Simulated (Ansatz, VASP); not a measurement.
**One calculation of Mg4H, two programs**

The input INCAR:

```
SYSTEM = Mg4H
PREC = Accurate ; ENCUT = 520
EDIFF = 1E-7 ; ISMEAR = 0
SIGMA = 0.1 ; LREAL = .False.
LASPH = .True. ; NELM = 60
ALGO = Normal ; ISIF = 2
LWAVE = .False. ; LCHARG = .True.
LDIPOL = .True. ; IDIPOL = 3
DIPOL = 0.5 0.5 0.300 ; GGA = PE
LELF = .True. ; LVHAR = .True.
LVACPOTAV = .True. ; NBANDS = 20
```

File KPOINTS:

```
Automatic mesh
0
Gamma
  4 5 1
  0 0 0
```

File POSCAR:

```
Mg4H
1.0
    6.4201385733      0.0000000000      0.0000000000
    0.0000000000      5.1379129567      0.0000000000
    0.0000000000      0.0000000000     21.6644777330
Mg H
8 2
Direct
    0.0000000000      0.7500000000      0.1846340378
    0.5000000000      0.7500000000      0.1846340378
    0.2500000000      0.2500000000      0.2274076137
    0.7500000000      0.2500000000      0.2274076137
    0.2500000000      0.7500000000      0.3173234500
    0.7500000000      0.7500000000      0.3173234500
    0.0000000000      0.2500000000      0.3537808678
    0.5000000000      0.2500000000      0.3537808678
    0.6059999929      0.0833333333      0.4188643661
    0.8940000071      0.0833333333      0.4188643661
```

Input for Ansatz:

```yaml
crystal:
  lattice:
    - [6.4201385733, 0.0, 0.0]
    - [0.0, 5.1379129567, 0.0]
    - [0.0, 0.0, 21.664477733]
  atoms:
    - { symbol: Mg, position: [0.0, 0.75, 0.1846340378] }
    - { symbol: Mg, position: [0.5, 0.75, 0.1846340378] }
    - { symbol: Mg, position: [0.25, 0.25, 0.2274076137] }
    - { symbol: Mg, position: [0.75, 0.25, 0.2274076137] }
    - { symbol: Mg, position: [0.25, 0.75, 0.31732345] }
    - { symbol: Mg, position: [0.75, 0.75, 0.31732345] }
    - { symbol: Mg, position: [0.0, 0.25, 0.3537808678] }
    - { symbol: Mg, position: [0.5, 0.25, 0.3537808678] }
    - { symbol: H, position: [0.6059999929, 0.0833333333, 0.4188643661] }
    - { symbol: H, position: [0.8940000071, 0.0833333333, 0.4188643661] }
basis:
  ecutwfc: 420
kpoints:
  mp_grid: { grid: [4, 5, 1] }
hamiltonian:
  xc: pbe
scf:
  occupations: { method: gaussian, width: 0.1 }
output:
  forces: true
  eigenvalues: true
  write_density: true
  write_potential: true
  elf: true
  volumetric_format: npy
efield:
  axis: 3
  dipole_correction: true
  ramp_width: 0.04
```

Alike in both runs: task single point; functional PBE; k mesh 4 × 5 × 1; occupations gaussian, width 0.1 eV; no spin polarisation.

```csv
,VASP,Ansatz
version,VASP 6.6.1,Ansatz 0.2.0
potentials or method,"VASP PAW PBE potentials, release 64 (Mg, H), cutoff 520 eV","scalar-relativistic, plane waves, PAW"
valence electrons in the cell,18,82
```

|  | VASP | Ansatz | Ansatz less VASP |
| --- | --- | --- | --- |
| gap on the k mesh at the Fermi level (eV) | none | none | - |
| rms of the force components (eV/Å) | 0.153 | 0.153 | 0.0000 |
| work function, face that differs most (eV) | 3.48 | 3.47 | -0.006 |

Atom by atom the forces differ by 0.004 eV/Å (rms over components). A gap of «none» marks a metal or a gap that the smearing closes. VASP's potentials hold 18 valence electrons a cell and Ansatz's 82, so a difference there can come from the potentials and not from the codes. Ansatz's warnings: xc potential rough in thin density.
